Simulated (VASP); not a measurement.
# Ni2SbH (P4mm) in VASP: single point with PBE

Aim: the single point of Ni2SbH with PBE.

Program: VASP 6.6.1. These are calculated values, not measurements. Logs are shortened: lines on timing, memory, paths and dates and some standing lists are left out, and cuts for length are marked.

## Step 1: The cell of the first run

Symmetry: P4mm, No. 99, tetragonal system. The conventional cell has a = 2.820 Å, b = 2.820 Å, c = 6.770 Å, α = 90.00°, β = 90.00°, γ = 90.00°. Within 3.1 Å of Ni (site symmetry 4mm) lie 5 Ni at 2.35 to 2.82 Å and 4 Sb at 2.67 Å and 4 H at 2.95 Å. Within 2.7 Å of Ni (site symmetry 4mm) lie 4 H at 2.00 Å and 1 Ni at 2.35 Å. Sb (site symmetry 4mm) has 8 Ni at 2.67 to 3.31 Å and 1 H at 2.82 Å and 4 Sb at 2.82 Å within 3.5 Å. Within 2.7 Å of H (site symmetry 4mm) lie 4 Ni at 2.00 Å.

## Step 2: Single point, PBE, collinear spin, antiferromagnetic start

Input file INCAR:

```
SYSTEM = Ni2SbH
  PREC = Accurate
  ENCUT = 520
  EDIFF = 1E-6
  ISMEAR = 0
  SIGMA = 0.1
  LREAL = .False.
  LASPH = .True.
  NELM = 150
  ALGO = Normal
  ISIF = 2
  LWAVE = .False.
  LCHARG = .True.
  ISPIN = 2
  MAGMOM = -2 2 0 0
  LORBIT = 11
  LMAXMIX = 4
  GGA = PE
  LELF = .True.
  LVHAR = .True.
  NBANDS = 25
```

Input file KPOINTS:

```
regular mesh
0
Gamma
  6 6 4
  0 0 0
```

Input file POSCAR:

```
Ni2SbH
1.0
    2.8199699362      0.0000000000      0.0000000000
    0.0000000000      2.8199699362      0.0000000000
    0.0000000000      0.0000000000      6.7703959648
Ni Sb H
2 1 1
Direct
    0.0000000000      0.0000000000      0.7266310510
    0.0000000000      0.0000000000      0.3790582849
    0.5000000000      0.5000000000     -0.0110818443
    0.5000000000      0.5000000000      0.4053925084
```

Potentials or basis: VASP PAW PBE potentials, release 64 (Ni, Sb, H).

On the command line:

```console
$ cat potpaw_PBE.64/Ni/POTCAR potpaw_PBE.64/Sb/POTCAR potpaw_PBE.64/H/POTCAR > POTCAR
$ mpirun -np 1 vasp_std > vasp.out
```

OUTCAR:

```text
SYSTEM = Ni2SbH
   PREC = Accurate
   ENCUT = 520
   EDIFF = 1E-6
   ISMEAR = 0
   LREAL = .False.
   LASPH = .True.
   NELM = 150
   ISIF = 2
   ISPIN = 2
   LORBIT = 11
   GGA = PE

 ion  position               nearest neighbor table
   1  0.000  0.000  0.727-   2 2.35   3 2.67   3 2.67   3 2.67   3 2.67
   2  0.000  0.000  0.379-   1 2.35   3 3.31   3 3.31   3 3.31   3 3.31
   3  0.500  0.500  0.989-   1 2.67   1 2.67   1 2.67   1 2.67   2 3.31   2 3.31   2 3.31   2 3.31

   4  0.500  0.500  0.405-

  LATTYP: Found a simple tetragonal cell.
 ALAT       =     2.8199699362
 C/A-ratio  =     2.4008752285

  Lattice vectors:

 A1 = (   2.8199699362,   0.0000000000,   0.0000000000)
 A2 = (   0.0000000000,   2.8199699362,   0.0000000000)
 A3 = (   0.0000000000,   0.0000000000,   6.7703959648)

Analysis of symmetry for initial positions (statically):
=====================================================================
 Subroutine PRICEL returns:
 Original cell was already a primitive cell.

 Routine SETGRP: Setting up the symmetry group for a
 simple tetragonal supercell.

 Subroutine GETGRP returns: Found  8 space group operations
 (whereof  8 operations were pure point group operations)
 out of a pool of 16 trial point group operations.

The static configuration has the point symmetry C_4v.

Analysis of symmetry for dynamics (positions and initial velocities):
=====================================================================
 Subroutine PRICEL returns:
 Original cell was already a primitive cell.

 Routine SETGRP: Setting up the symmetry group for a
 simple tetragonal supercell.

 Subroutine GETGRP returns: Found  8 space group operations
 (whereof  8 operations were pure point group operations)
 out of a pool of 16 trial point group operations.

The dynamic configuration has the point symmetry C_4v.

Analysis of structural, dynamic, and magnetic symmetry:
=====================================================================
 Subroutine PRICEL returns:
 Original cell was already a primitive cell.

 Routine SETGRP: Setting up the symmetry group for a
 simple tetragonal supercell.

 Subroutine GETGRP returns: Found  8 space group operations
 (whereof  8 operations were pure point group operations)
 out of a pool of 16 trial point group operations.

The overall configuration has the point symmetry C_4v.

 Subroutine INISYM returns: Found  8 space group operations
 (whereof  8 operations are pure point group operations),
 and found     1 'primitive' translations

----------------------------------------------------------------------------------------

                                     Primitive cell

  volume of cell :      53.8397

  direct lattice vectors                    reciprocal lattice vectors
     2.819969936  0.000000000  0.000000000     0.354613710  0.000000000  0.000000000
     0.000000000  2.819969936  0.000000000     0.000000000  0.354613710  0.000000000
     0.000000000  0.000000000  6.770395965     0.000000000  0.000000000  0.147701849

  length of vectors
     2.819969936  2.819969936  6.770395965     0.354613710  0.354613710  0.147701849

  position of ions in fractional coordinates (direct lattice)
     0.000000000  0.000000000  0.726631051
     0.000000000  0.000000000  0.379058285
     0.500000000  0.500000000  0.988918156
     0.500000000  0.500000000  0.405392508

  ion indices of the primitive-cell ions
   primitive index   ion index
                 1           1
                 2           2
                 3           3
                 4           4

----------------------------------------------------------------------------------------

 KPOINTS: regular mesh

Automatic generation of k-mesh.
 Grid dimensions read from file:
 generate k-points for:    6    6    4

 Generating k-lattice:

  Cartesian coordinates                     Fractional coordinates (reciprocal lattice)
     0.059102285  0.000000000  0.000000000     0.166666667  0.000000000  0.000000000
     0.000000000  0.059102285  0.000000000     0.000000000  0.166666667  0.000000000
     0.000000000  0.000000000  0.036925462     0.000000000  0.000000000  0.250000000

  Length of vectors
     0.059102285  0.059102285  0.036925462

  Shift w.r.t. Gamma in fractional coordinates (k-lattice)
     0.000000000  0.000000000  0.000000000

 Subroutine IBZKPT returns following result:
 ===========================================

 Found     30 irreducible k-points:

 Following reciprocal coordinates:
            Coordinates               Weight
  0.000000  0.000000  0.000000      1.000000
  0.166667  0.000000  0.000000      4.000000
  0.333333  0.000000  0.000000      4.000000
  0.500000  0.000000  0.000000      2.000000
  0.166667  0.166667  0.000000      4.000000
  0.333333  0.166667  0.000000      8.000000
[... 16 lines left out ...]
  0.333333  0.000000  0.500000      4.000000
  0.500000  0.000000  0.500000      2.000000
 [... further k-points ...]
   k-points           NKPTS =     30   k-points in BZ     NKDIM =     30   number of bands    NBANDS=     25
   number of dos      NEDOS =    301   number of ions     NIONS =      4
   total plane-waves  NPLWV =  28800
   dimension x,y,z NGX =    24 NGY =   24 NGZ =   50
   dimension x,y,z NGXF=    48 NGYF=   48 NGZF=  100
   ions per type =               2   1   1
   NGX,Y,Z   is equivalent  to a cutoff of  14.15, 14.15, 12.28 a.u.
   NGXF,Y,Z  is equivalent  to a cutoff of  28.30, 28.30, 24.55 a.u.
 SYSTEM =  Ni2SbH
   PREC   = accura    normal or accurate (medium, high low for compatibility)
   ISTART =      0    job   : 0-new  1-cont  2-samecut
   ICHARG =      2    charge: 1-file 2-atom 10-const
   ISPIN  =      2    spin polarized calculation?
   LNONCOLLINEAR =      F non collinear calculations
   LSORBIT =      F    spin-orbit coupling
   LASPH  =      T    aspherical Exc in radial PAW
   ENCUT  =  520.0 eV  38.22 Ry    6.18 a.u.   5.24  5.24 12.59*2*pi/ulx,y,z
   NELM   =    150;   NELMIN=  2; NELMDL= -5     # of ELM steps
   EDIFF  = 0.1E-05   stopping-criterion for ELM
   LREAL  =      F    real-space projection
   EDIFFG = 0.1E-04   stopping-criterion for IOM
   NSW    =      0    number of steps for IOM
   IBRION =     -1    ionic relax: 0-MD 1-quasi-New 2-CG
   NFREE  =      0    steps in history (QN), initial steepest desc. (CG)
   ISIF   =      2    stress and relaxation
   ISYM   =      2    0-nonsym 1-usesym 2-fastsym
   POTIM  = 0.5000    time-step for ionic-motion
   TEBEG  =    0.0;   TEEND  =   0.0 temperature during run
   PSTRESS=    0.0 pullay stress
   NELECT =      26.0000    total number of electrons
   NUPDOWN=      -1.0000    fix difference up-down
   EMIN   =  10.00;   EMAX   =-10.00  energy-range for DOS
   EFERMI =   0.00;   METHOD = LEGACY
   ISMEAR =     0;   SIGMA  =   0.10  broadening in eV -4-tet -1-fermi 0-gaus
   EFERMI_NEDOS =   21; number of points for ismear=-14 and -15
   IALGO  =     38    algorithm
   IMIX   =      4    mixing-type and parameters
     AMIX     =   0.40;   BMIX     =  1.00
     AMIX_MAG =   1.60;   BMIX_MAG =  1.00
  volume/ion in A,a.u.               =      13.46        90.83
  Fermi-wavevector in a.u.,A,eV,Ry     =   1.284394  2.427153 22.445095  1.649668
  Thomas-Fermi vector in A             =   2.416590
   LORBIT       =     11    0 simple, 1 ext, 2 COOP (PROOUT), +10 PAW based schemes
   GGA     = PE    functional components
   LHFCALC =     F    Hartree Fock is set to
   AEXX    =    0.0000 exact exchange contribution
   IVDW    =     0    specifies the selected vdW correction
   LEPSILON=     F    determine dielectric tensor
   LRPA    =     F    only Hartree local field effects (RPA)
 spin polarized calculation
 Gauss-broadening in eV      SIGMA  =   0.10
  energy-cutoff  :      520.00
  volume of cell :       53.84
 maximum number of plane-waves:      1496
 NGX is ok and might be reduce to    24
   NGX = 11   NGY = 11   NGZ = 25

 number of electron      25.9999988 magnetization       0.0339802

 number of electron      25.9999988 magnetization      -0.0082118

 Free energy of the ion-electron system (eV)
  ---------------------------------------------------
  ext. energy  EPLUGINS =         0.00000000
  ---------------------------------------------------
  free energy    TOTEN  =       -16.49998046 eV

  energy without entropy =      -16.48299978  energy(sigma->0) =      -16.49149012

 E-fermi :   7.9177     XC(G=0): -11.2902

 val. band max:        7.9126322415   @ k =   0.5000   0.1667   0.5000
 cond. band min:       7.9493850716   @ k =   0.3333   0.3333   0.2500
 fundamental gap:      0.0367528301
 Fermi energy:         7.9176995335

 spin component 1

 k-point     1 :       0.0000    0.0000    0.0000
  band No.  band energies     occupation
      1      -5.7964      1.00000
      2       0.4045      1.00000
      3       1.8647      1.00000
      4       5.7266      1.00000
      5       5.7279      1.00000
      6       6.1541      1.00000
[... 661 lines left out ...]
     24      23.4107      0.00000
     25      24.1184      0.00000

 [... further k-points ...]

 spin component 2

 k-point     1 :       0.0000    0.0000    0.0000
  band No.  band energies     occupation
      1      -5.7967      1.00000
      2       0.4044      1.00000
      3       1.8644      1.00000
      4       5.7225      1.00000
      5       5.7240      1.00000
      6       6.1488      1.00000
[... 661 lines left out ...]
     24      23.4104      0.00000
     25      24.1175      0.00000

 [... further k-points ...]

------------------------ aborting loop because EDIFF is reached ----------------------------------------

  FORCE on cell =-STRESS in cart. coord.  units (eV):
  Direction    XX          YY          ZZ          XY          YZ          ZX
  --------------------------------------------------------------------------------------
  -------------------------------------------------------------------------------------
  Total       -0.0338157     -0.0338157      0.0414455      0.0000000      0.0000000      0.0000000
  in kB       -1.0062973     -1.0062973      1.2333460      0.0000000      0.0000000      0.0000000
  external PRESSURE =      -0.2597496 kB  Pullay stress =       0.0000000 kB

 VOLUME and BASIS-vectors are now :
 -----------------------------------------------------------------------------
  energy-cutoff  :      520.00
  volume of cell :       53.84
      direct lattice vectors                 reciprocal lattice vectors
     2.819969936  0.000000000  0.000000000     0.354613710  0.000000000  0.000000000
     0.000000000  2.819969936  0.000000000     0.000000000  0.354613710  0.000000000
     0.000000000  0.000000000  6.770395965     0.000000000  0.000000000  0.147701849

 POSITION                                       TOTAL-FORCE (eV/Angst)
 -----------------------------------------------------------------------------------
      0.00000      0.00000      4.91958         0.000000      0.000000     -0.004013
      0.00000      0.00000      2.56637         0.000000     -0.000000      0.019147
      1.40998      1.40998      6.69537         0.000000     -0.000000     -0.010260
      1.40998      1.40998      2.74467         0.000000     -0.000000     -0.004874
 -----------------------------------------------------------------------------------
    total drift:                                0.000000      0.000000     -0.000240

  FREE ENERGIE OF THE ION-ELECTRON SYSTEM (eV)
  ---------------------------------------------------
  free  energy   TOTEN  =       -16.4999804606 eV

  energy  without entropy=      -16.4829997839  energy(sigma->0) =      -16.49149012

 total charge

# of ion       s       p       d       tot
------------------------------------------
    1        0.413   0.327   8.455   9.195
    2        0.363   0.274   8.394   9.031
    3        1.207   1.193   0.096   2.496
    4        0.440   0.015   0.000   0.454
--------------------------------------------------
tot          2.423   1.808  16.945  21.177

 magnetization (x)

# of ion       s       p       d       tot
------------------------------------------
    1        0.000   0.000  -0.003  -0.003
    2        0.000   0.000  -0.004  -0.004
    3        0.000  -0.000   0.000  -0.000
    4        0.000   0.000   0.000   0.000
--------------------------------------------------
tot          0.000  -0.000  -0.007  -0.007
```

Wall time 50 s (1 thread of Intel Xeon Platinum 8559C (Emerald Rapids), shared host); peak memory 0.23 GiB.

Results:

* Free energy: -16.5000 eV
* Pressure: 0.0 GPa
* Largest force: 0.019 eV/Å
* Band gap on the k mesh: zero (filled and empty bands overlap)
* Net moment: -0.01 μB per cell
* Valence electrons inside the program's atomic spheres: Ni 9.20, 9.03; Sb 2.50; H 0.45

Forces in eV/Å, atoms in the order of the input:
```
Ni   0.000  0.000 -0.004
Ni   0.000  0.000  0.019
Sb   0.000  0.000 -0.010
H    0.000  0.000 -0.005
```

Stress tensor (GPa, compression positive):
```
-0.10  0.00  0.00
 0.00 -0.10  0.00
 0.00  0.00  0.12
```

Caveat: the k points lie up to 0.37 Å⁻¹ apart, too coarse for converged energies and pressures of a metal; spin-orbit coupling is left out, which moves the levels of the heavy elements.
